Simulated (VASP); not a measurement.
# CsCl (Pm-3m) in VASP: notebook

The runs below take CsCl through single point, relaxation of cell and atoms, with PBE, r2SCAN, PBEsol.

Everything below comes from runs of VASP 6.6.1. Logs are shortened: lines on timing, memory, paths and dates and some standing lists are left out, and cuts for length are marked.

### 1 The cell of the first run

Symmetry: Pm-3m, No. 221, cubic system. Conventional cell: a = 4.203 Å, b = 4.203 Å, c = 4.203 Å, α = 90.00°, β = 90.00°, γ = 90.00°. Within 4.8 Å of Cs (site symmetry m-3m) lie 8 Cl at 3.64 Å and 6 Cs at 4.20 Å. Within 4.8 Å of Cl (site symmetry m-3m) lie 8 Cs at 3.64 Å and 6 Cl at 4.20 Å.

### 2 Single point, PBE

Contents of INCAR:

```
SYSTEM = CsCl
PREC = Accurate
ENCUT = 500
EDIFF = 1E-6
ISMEAR = -1
SIGMA = 0.02
LREAL = .FALSE.
LASPH = .TRUE.
NELM = 120
ALGO = Normal
ISIF = 2
LWAVE = .FALSE.
LCHARG = .TRUE.
GGA = PE
LELF = .TRUE.
LVHAR = .TRUE.
NBANDS = 15
GGA_COMPAT = .FALSE.
```

Contents of KPOINTS:

```
Automatic mesh
0
G
  6 6 6
  0 0 0
```

Contents of POSCAR:

```
CsCl
1.0
    4.2029291410      0.0000000000      0.0000000000
    0.0000000000      4.2029291410      0.0000000000
    0.0000000000      0.0000000000      4.2029291410
Cs Cl
1 1
Direct
    0.0000000000      0.0000000000      0.0000000000
    0.5000000000      0.5000000000      0.5000000000
```

Potentials or basis: VASP PAW PBE potentials, release 64 (Cs_sv, Cl).

Run with:

```
> cat potpaw_PBE.64/Cs_sv/POTCAR potpaw_PBE.64/Cl/POTCAR > POTCAR
> mpirun -np 1 vasp_std > vasp.out
```

OUTCAR:

```text
SYSTEM = CsCl
   PREC = Accurate
   ENCUT = 500
   EDIFF = 1E-6
   ISMEAR = -1
   LREAL = .FALSE.
   LASPH = .TRUE.
   NELM = 120
   ISIF = 2
   GGA = PE

 ion  position               nearest neighbor table
   1  0.000  0.000  0.000-
   2  0.500  0.500  0.500-

  LATTYP: Found a simple cubic cell.
 ALAT       =     4.2029291410

  Lattice vectors:

 A1 = (   4.2029291410,   0.0000000000,   0.0000000000)
 A2 = (   0.0000000000,   4.2029291410,   0.0000000000)
 A3 = (   0.0000000000,   0.0000000000,   4.2029291410)

Analysis of symmetry for initial positions (statically):
=====================================================================
 Subroutine PRICEL returns:
 Original cell was already a primitive cell.

 Routine SETGRP: Setting up the symmetry group for a
 simple cubic supercell.

 Subroutine GETGRP returns: Found 48 space group operations
 (whereof 48 operations were pure point group operations)
 out of a pool of 48 trial point group operations.

The static configuration has the point symmetry O_h .

Analysis of symmetry for dynamics (positions and initial velocities):
=====================================================================
 Subroutine PRICEL returns:
 Original cell was already a primitive cell.

 Routine SETGRP: Setting up the symmetry group for a
 simple cubic supercell.

 Subroutine GETGRP returns: Found 48 space group operations
 (whereof 48 operations were pure point group operations)
 out of a pool of 48 trial point group operations.

The dynamic configuration has the point symmetry O_h .

 Subroutine INISYM returns: Found 48 space group operations
 (whereof 48 operations are pure point group operations),
 and found     1 'primitive' translations

----------------------------------------------------------------------------------------

                                     Primitive cell

  volume of cell :      74.2431

  direct lattice vectors                    reciprocal lattice vectors
     4.202929141  0.000000000  0.000000000     0.237929303  0.000000000  0.000000000
     0.000000000  4.202929141  0.000000000     0.000000000  0.237929303  0.000000000
     0.000000000  0.000000000  4.202929141     0.000000000  0.000000000  0.237929303

  length of vectors
     4.202929141  4.202929141  4.202929141     0.237929303  0.237929303  0.237929303

  position of ions in fractional coordinates (direct lattice)
     0.000000000  0.000000000  0.000000000
     0.500000000  0.500000000  0.500000000

  ion indices of the primitive-cell ions
   primitive index   ion index
                 1           1
                 2           2

----------------------------------------------------------------------------------------

 KPOINTS: Automatic mesh

Automatic generation of k-mesh.
 Grid dimensions read from file:
 generate k-points for:    6    6    6

 Generating k-lattice:

  Cartesian coordinates                     Fractional coordinates (reciprocal lattice)
     0.039654884  0.000000000  0.000000000     0.166666667  0.000000000  0.000000000
     0.000000000  0.039654884  0.000000000     0.000000000  0.166666667  0.000000000
     0.000000000  0.000000000  0.039654884     0.000000000  0.000000000  0.166666667

  Length of vectors
     0.039654884  0.039654884  0.039654884

  Shift w.r.t. Gamma in fractional coordinates (k-lattice)
     0.000000000  0.000000000  0.000000000

 Subroutine IBZKPT returns following result:
 ===========================================

 Found     20 irreducible k-points:

 Following reciprocal coordinates:
            Coordinates               Weight
  0.000000  0.000000  0.000000      1.000000
  0.166667  0.000000  0.000000      6.000000
  0.333333  0.000000  0.000000      6.000000
  0.500000  0.000000  0.000000      3.000000
  0.166667  0.166667  0.000000     12.000000
  0.333333  0.166667  0.000000     24.000000
[... 12 lines left out ...]
  0.500000  0.500000  0.333333      6.000000
  0.500000  0.500000  0.500000      1.000000
   k-points           NKPTS =     20   k-points in BZ     NKDIM =     20   number of bands    NBANDS=     15
   number of dos      NEDOS =    301   number of ions     NIONS =      2
   total plane-waves  NPLWV =  32768
   dimension x,y,z NGX =    32 NGY =   32 NGZ =   32
   dimension x,y,z NGXF=    64 NGYF=   64 NGZF=   64
   ions per type =               1   1
   NGX,Y,Z   is equivalent  to a cutoff of  12.66, 12.66, 12.66 a.u.
   NGXF,Y,Z  is equivalent  to a cutoff of  25.32, 25.32, 25.32 a.u.
 SYSTEM =  CsCl
   PREC   = accura    normal or accurate (medium, high low for compatibility)
   ISTART =      0    job   : 0-new  1-cont  2-samecut
   ICHARG =      2    charge: 1-file 2-atom 10-const
   ISPIN  =      1    spin polarized calculation?
   LNONCOLLINEAR =      F non collinear calculations
   LSORBIT =      F    spin-orbit coupling
   LASPH  =      T    aspherical Exc in radial PAW
   ENCUT  =  500.0 eV  36.75 Ry    6.06 a.u.   7.66  7.66  7.66*2*pi/ulx,y,z
   NELM   =    120;   NELMIN=  2; NELMDL= -5     # of ELM steps
   EDIFF  = 0.1E-05   stopping-criterion for ELM
   LREAL  =      F    real-space projection
   EDIFFG = 0.1E-04   stopping-criterion for IOM
   NSW    =      0    number of steps for IOM
   IBRION =     -1    ionic relax: 0-MD 1-quasi-New 2-CG
   NFREE  =      0    steps in history (QN), initial steepest desc. (CG)
   ISIF   =      2    stress and relaxation
   ISYM   =      2    0-nonsym 1-usesym 2-fastsym
   POTIM  = 0.5000    time-step for ionic-motion
   TEBEG  =    0.0;   TEEND  =   0.0 temperature during run
   PSTRESS=    0.0 pullay stress
   NELECT =      16.0000    total number of electrons
   NUPDOWN=      -1.0000    fix difference up-down
   EMIN   =  10.00;   EMAX   =-10.00  energy-range for DOS
   EFERMI =   0.00;   METHOD = LEGACY
   ISMEAR =    -1;   SIGMA  =   0.02  broadening in eV -4-tet -1-fermi 0-gaus
   EFERMI_NEDOS =   21; number of points for ismear=-14 and -15
   IALGO  =     38    algorithm
   IMIX   =      4    mixing-type and parameters
     AMIX     =   0.40;   BMIX     =  1.00
     AMIX_MAG =   1.60;   BMIX_MAG =  1.00
  volume/ion in A,a.u.               =      37.12       250.51
  Fermi-wavevector in a.u.,A,eV,Ry     =   0.981513  1.854791 13.107416  0.963368
  Thomas-Fermi vector in A             =   2.112525
   LORBIT       =      0    0 simple, 1 ext, 2 COOP (PROOUT), +10 PAW based schemes
   GGA     = PE    functional components
   LHFCALC =     F    Hartree Fock is set to
   AEXX    =    0.0000 exact exchange contribution
   IVDW    =     0    specifies the selected vdW correction
   LEPSILON=     F    determine dielectric tensor
   LRPA    =     F    only Hartree local field effects (RPA)
 non-spin polarized calculation
  energy-cutoff  :      500.00
  volume of cell :       74.24
 maximum number of plane-waves:      1924
 NGX is ok and might be reduce to    32
   NGX = 15   NGY = 15   NGZ = 15

 number of electron      15.9999991 magnetization

 Free energy of the ion-electron system (eV)
  ---------------------------------------------------
  ext. energy  EPLUGINS =         0.00000000
  ---------------------------------------------------
  free energy    TOTEN  =        -6.54114867 eV

  energy without entropy =       -6.54114867  energy(sigma->0) =       -6.54114867

 E-fermi :  -0.1879     XC(G=0):  -7.9961

 val. band max:       -0.6056314474   @ k =   0.0000   0.0000   0.0000
 cond. band min:       4.4011466096   @ k =   0.0000   0.0000   0.0000
 fundamental gap:      5.0067780570
 Fermi energy:        -0.1878505076

 k-point     1 :       0.0000    0.0000    0.0000
  band No.  band energies     occupation
      1     -20.0725      2.00000
      2     -12.7089      2.00000
      3      -6.5967      2.00000
      4      -6.5967      2.00000
      5      -6.5967      2.00000
      6      -0.6056      2.00000
      7      -0.6056      2.00000
      8      -0.6056      2.00000
      9       4.4011      0.00000
     10       4.8313      0.00000
     11       4.8313      0.00000
     12       9.2099      0.00000
     13       9.2099      0.00000
     14       9.2099      0.00000
     15      12.3825      0.00000

 k-point     2 :       0.1667    0.0000    0.0000
  band No.  band energies     occupation
      1     -20.0567      2.00000
      2     -12.7145      2.00000
      3      -6.7276      2.00000
      4      -6.5690      2.00000
      5      -6.5690      2.00000
      6      -0.9179      2.00000
      7      -0.6509      2.00000
      8      -0.6509      2.00000
      9       4.9861      0.00000
     10       5.0047      0.00000
     11       5.4286      0.00000
     12       8.9983      0.00000
     13       8.9983      0.00000
     14       9.3529      0.00000
     15      11.0202      0.00000

 k-point     3 :       0.3333    0.0000    0.0000
  band No.  band energies     occupation
      1     -20.0246      2.00000
      2     -12.7278      2.00000
      3      -6.9652      2.00000
      4      -6.5122      2.00000
      5      -6.5122      2.00000
      6      -1.4356      2.00000
      7      -0.7450      2.00000
      8      -0.7450      2.00000
      9       5.4510      0.00000
     10       6.1062      0.00000
     11       6.9298      0.00000
     12       8.7281      0.00000
     13       8.7281      0.00000
     14       9.3969      0.00000
     15       9.7026      0.00000
[... 271 lines left out ...]
 k-point    19 :       0.5000    0.5000    0.3333
  band No.  band energies     occupation
      1     -19.9132      2.00000
      2     -12.5787      2.00000
      3      -7.1117      2.00000
      4      -7.1117      2.00000
      5      -6.9100      2.00000
      6      -1.4299      2.00000
      7      -1.4299      2.00000
      8      -1.3644      2.00000
      9       7.0317      0.00000
     10       7.4959      0.00000
     11       7.4959      0.00000
     12       7.8906      0.00000
     13       9.9440      0.00000
     14       9.9440      0.00000
     15      11.3617      0.00000

 k-point    20 :       0.5000    0.5000    0.5000
  band No.  band energies     occupation
      1     -19.8998      2.00000
      2     -12.5617      2.00000
      3      -7.0615      2.00000
      4      -7.0615      2.00000
      5      -7.0615      2.00000
      6      -1.5661      2.00000
      7      -1.5661      2.00000
      8      -1.5661      2.00000
      9       7.6396      0.00000
     10       7.6396      0.00000
     11       7.6396      0.00000
     12       9.5925      0.00000
     13       9.5925      0.00000
     14       9.5925      0.00000
     15      11.4136      0.00000

------------------------ aborting loop because EDIFF is reached ----------------------------------------

  FORCE on cell =-STRESS in cart. coord.  units (eV):
  Direction    XX          YY          ZZ          XY          YZ          ZX
  --------------------------------------------------------------------------------------
  -------------------------------------------------------------------------------------
  Total        0.0172668      0.0172668      0.0172668      0.0000000      0.0000000      0.0000000
  in kB        0.3726206      0.3726206      0.3726206      0.0000000      0.0000000      0.0000000
  external PRESSURE =       0.3726206 kB  Pullay stress =       0.0000000 kB

 VOLUME and BASIS-vectors are now :
 -----------------------------------------------------------------------------
  energy-cutoff  :      500.00
  volume of cell :       74.24
      direct lattice vectors                 reciprocal lattice vectors
     4.202929141  0.000000000  0.000000000     0.237929303  0.000000000  0.000000000
     0.000000000  4.202929141  0.000000000     0.000000000  0.237929303  0.000000000
     0.000000000  0.000000000  4.202929141     0.000000000  0.000000000  0.237929303

 POSITION                                       TOTAL-FORCE (eV/Angst)
 -----------------------------------------------------------------------------------
      0.00000      0.00000      0.00000         0.000000      0.000000      0.000000
      2.10146      2.10146      2.10146         0.000000      0.000000      0.000000
 -----------------------------------------------------------------------------------
    total drift:                                0.000000      0.000000     -0.000000

  FREE ENERGIE OF THE ION-ELECTRON SYSTEM (eV)
  ---------------------------------------------------
  free  energy   TOTEN  =        -6.5411486721 eV

  energy  without entropy=       -6.5411486721  energy(sigma->0) =       -6.54114867
```

Wall time 15 s (1 thread of Intel Xeon 8259CL, shared host); peak memory 0.18 GiB.

Results:

```
Free energy            : -6.5411 eV
Pressure               : 0.0 GPa
Band gap on the k mesh : 5.01 eV
```

Caveat: spin-orbit coupling is left out, which moves the levels of the heavy elements.

### 3 Single point, r2SCAN

This run uses another cell than the first one, of 35.40 Å³/atom.

Contents of POSCAR:

```
CsCl
1.0
    4.1368323595      0.0000000000      0.0000000000
    0.0000000000      4.1368323595      0.0000000000
    0.0000000000      0.0000000000      4.1368323595
Cs Cl
1 1
Direct
    0.0000000000      0.0000000000      0.0000000000
    0.5000000000      0.5000000000      0.5000000000
```

Contents of INCAR.step1:

```
SYSTEM = CsCl
ALGO = Normal
EDIFF = 1E-5
ENCUT = 550
GGA = PE
GGA_COMPAT = .False.
ISMEAR = -1
LASPH = .True.
LCHARG = .False.
LREAL = .False.
LWAVE = .True.
NBANDS = 15
NELM = 120
PREC = Accurate
SIGMA = 0.02
```

Contents of INCAR.step2:

```
SYSTEM = CsCl
ALGO = Normal
EDIFF = 1E-6
ENCUT = 550
GGA_COMPAT = .False.
ISIF = 2
ISMEAR = -1
ISTART = 1
LASPH = .True.
LCHARG = .False.
LMIXTAU = .True.
LREAL = .False.
LWAVE = .False.
METAGGA = R2SCAN
NBANDS = 15
NELM = 120
PREC = Accurate
SIGMA = 0.02
```

Contents of KPOINTS:

```
k-points
0
Gamma
  6 6 6
  0 0 0
```

Potentials or basis: VASP PAW PBE potentials, release 64 (Cs_sv, Cl).

Run with:

```
> cat potpaw_PBE.64/Cs_sv/POTCAR potpaw_PBE.64/Cl/POTCAR > POTCAR
> cp INCAR.step1 INCAR
> mpirun -np 1 vasp_std > vasp.out
> cp INCAR.step2 INCAR
> mpirun -np 1 vasp_std > vasp.out
```

OUTCAR:

```text
SYSTEM = CsCl
   EDIFF = 1E-6
   ENCUT = 550
   ISIF = 2
   ISMEAR = -1
   ISTART = 1
   LASPH = .True.
   LREAL = .False.
   METAGGA = R2SCAN
   NELM = 120
   PREC = Accurate

 ion  position               nearest neighbor table
   1  0.000  0.000  0.000-
   2  0.500  0.500  0.500-

  LATTYP: Found a simple cubic cell.
 ALAT       =     4.1368323595

  Lattice vectors:

[... 537 lines left out ...]
     14      10.5160      0.00000
     15      12.2946      0.00000

------------------------ aborting loop because EDIFF is reached ----------------------------------------

  FORCE on cell =-STRESS in cart. coord.  units (eV):
  Direction    XX          YY          ZZ          XY          YZ          ZX
  --------------------------------------------------------------------------------------
  -------------------------------------------------------------------------------------
  Total        0.0379963      0.0379963      0.0379963     -0.0000000     -0.0000000      0.0000000
  in kB        0.8599005      0.8599005      0.8599005     -0.0000000     -0.0000000      0.0000000
  external PRESSURE =       0.8599005 kB  Pullay stress =       0.0000000 kB

 VOLUME and BASIS-vectors are now :
 -----------------------------------------------------------------------------
  energy-cutoff  :      550.00
  volume of cell :       70.80
      direct lattice vectors                 reciprocal lattice vectors
     4.136832359  0.000000000  0.000000000     0.241730849  0.000000000  0.000000000
     0.000000000  4.136832359  0.000000000     0.000000000  0.241730849  0.000000000
     0.000000000  0.000000000  4.136832359     0.000000000  0.000000000  0.241730849

 POSITION                                       TOTAL-FORCE (eV/Angst)
 -----------------------------------------------------------------------------------
      0.00000      0.00000      0.00000         0.000000      0.000000      0.000000
      2.06842      2.06842      2.06842         0.000000      0.000000      0.000000
 -----------------------------------------------------------------------------------
    total drift:                                0.000000      0.000000     -0.000000

  FREE ENERGIE OF THE ION-ELECTRON SYSTEM (eV)
  ---------------------------------------------------
  free  energy   TOTEN  =       -35.5250712383 eV

  energy  without entropy=      -35.5250712383  energy(sigma->0) =      -35.52507124
```

OUTCAR.step1:

```text
SYSTEM = CsCl
   EDIFF = 1E-5
   ENCUT = 550
   GGA = PE
   ISMEAR = -1
   LASPH = .True.
   LREAL = .False.
[... 573 lines left out ...]
      0.00000      0.00000      0.00000         0.000000      0.000000      0.000000
      2.06842      2.06842      2.06842         0.000000      0.000000      0.000000
 -----------------------------------------------------------------------------------
    total drift:                                0.000000      0.000000     -0.000000

  FREE ENERGIE OF THE ION-ELECTRON SYSTEM (eV)
  ---------------------------------------------------
  free  energy   TOTEN  =        -6.5313814642 eV

  energy  without entropy=       -6.5313814642  energy(sigma->0) =       -6.53138146
```

OSZICAR.step1:

```text
N       E                     dE             d eps       ncg     rms          rms(c)
DAV:   1     0.913948916061E+02    0.91395E+02   -0.71653E+03   600   0.972E+02
DAV:   2    -0.497509548824E-01   -0.91445E+02   -0.83733E+02   863   0.164E+02
DAV:   3    -0.688775696313E+01   -0.68380E+01   -0.68053E+01   768   0.481E+01
DAV:   4    -0.694897781093E+01   -0.61221E-01   -0.61205E-01   747   0.562E+00
DAV:   5    -0.694969412765E+01   -0.71632E-03   -0.71631E-03   803   0.612E-01    0.233E+00
DAV:   6    -0.657524675743E+01    0.37445E+00   -0.42475E-01   754   0.368E+00    0.167E+00
DAV:   7    -0.653049879638E+01    0.44748E-01   -0.14660E-01   782   0.204E+00    0.111E+00
DAV:   8    -0.653150668438E+01   -0.10079E-02   -0.18285E-02   733   0.850E-01    0.215E-01
DAV:   9    -0.653114651274E+01    0.36017E-03   -0.24561E-03   754   0.266E-01    0.103E-01
DAV:  10    -0.653137238264E+01   -0.22587E-03   -0.34363E-04   670   0.132E-01    0.130E-02
DAV:  11    -0.653138146419E+01   -0.90816E-05   -0.19746E-05   765   0.304E-02
   1 F= -.65313815E+01 E0= -.65313815E+01  d E =-.272625E-10
```

It took 66 s on 1 thread of Intel Xeon 8259CL, shared host; peak memory 0.19 GiB.

What came out:

| Property | Result |
| --- | --- |
| Free energy | -35.5251 eV |
| Pressure | 0.1 GPa |
| Band gap on the k mesh | 5.91 eV |

Caveat: the PAW data sets were made with another functional, which shifts forces and pressure a little; spin-orbit coupling is left out, which moves the levels of the heavy elements. A k mesh can miss the band edges.

(Continued in part 2 of 2.)
